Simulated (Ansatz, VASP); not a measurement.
## One calculation of Sn4Se, two programs

```
Sn Se
1.0
     0.00000    4.13428    4.13428
     4.13428    0.00000    4.13428
     4.13428    4.13428    0.00000
Sn Se
4 1
Direct
  0.84303 0.84303 0.84303
  0.84303 0.84303 0.47091
  0.84303 0.47091 0.84303
  0.47091 0.84303 0.84303
  0.25000 0.25000 0.25000
```

Alike in both runs: task single point; functional PBE; k mesh 4 × 4 × 4; occupations gaussian, width 0.1 eV; no spin polarisation.

```csv
,VASP,Ansatz
version,VASP 6.6.1,Ansatz 0.2.0
potentials or method,"VASP PAW PBE potentials, release 64 (Sn_d, Se), cutoff 520 eV","scalar-relativistic, plane waves, PAW"
valence electrons in the cell,62,72
```

|  | VASP | Ansatz | Ansatz less VASP |
| --- | --- | --- | --- |
| gap on the k mesh at the Fermi level (eV) | none | none | - |
| rms of the force components (eV/Å) | 17.196 | 16.822 | -0.3745 |

Atom by atom the forces differ by 0.374 eV/Å (rms over components). A gap of «none» marks a metal or a gap that the smearing closes. The functional is the same, so the differences come from potentials, cutoffs and numerics. VASP's potentials hold 62 valence electrons a cell and Ansatz's 72, so a difference there can come from the potentials and not from the codes.
